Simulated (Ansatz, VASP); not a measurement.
# SiC: VASP and Ansatz over several settings

```
Si C
1.0
     0.00000    2.13452    2.13452
     2.13452    0.00000    2.13452
     2.13452    2.13452    0.00000
Si C
1 1
Direct
  0.00000 0.00000 0.00000
  0.75000 0.75000 0.75000
```

Single points on this cell with VASP 6.6.1 and Ansatz 0.2.0. Each row is one pair of runs. Alike in all rows: spin: off; k mesh: 10 × 10 × 10; smearing: fermi-dirac, width 0.05 eV.

```csv
level,"VASP's potentials, cutoff","Ansatz's potentials, cutoff","gap on the k mesh at the Fermi level (eV), VASP","gap on the k mesh at the Fermi level (eV), Ansatz","least direct gap on the mesh (eV), VASP","least direct gap on the mesh (eV), Ansatz","pressure (GPa), VASP","pressure (GPa), Ansatz"
r2SCAN+rVV10,"VASP PAW PBE potentials, release 64 (Si, C), 660 eV","Ansatz PAW, 500 eV",1.65,1.64,5.11,5.10,14.4,14.8
RPBE+D4,"VASP PAW PBE potentials, release 64 (Si, C), 600 eV","Ansatz PAW, 420 eV",1.30,1.31,4.59,4.62,10.3,11.1
PBE+D3(BJ),"VASP PAW PBE potentials, release 64 (Si, C), 600 eV","Ansatz PAW, 420 eV",1.30,1.30,4.60,4.61,13.4,13.7
RPBE,"VASP PAW PBE potentials, release 64 (Si, C), 600 eV","Ansatz PAW, 420 eV",1.30,1.31,4.59,4.62,21.8,22.6
revPBE+D3(BJ),"VASP PAW PBE potentials, release 64 (Si, C), 600 eV","Ansatz PAW, 420 eV",1.30,?,4.59,?,10.4,?
BLYP+D4,"VASP PAW PBE potentials, release 64 (Si, C), 600 eV","Ansatz PAW, 420 eV",1.66,1.65,4.91,4.89,14.3,13.7
```

Task: Fill in what Ansatz gave in row 5.

Result: gap on the k mesh at the Fermi level (eV): 1.30; least direct gap on the mesh (eV): 4.61; pressure (GPa): 11.0.
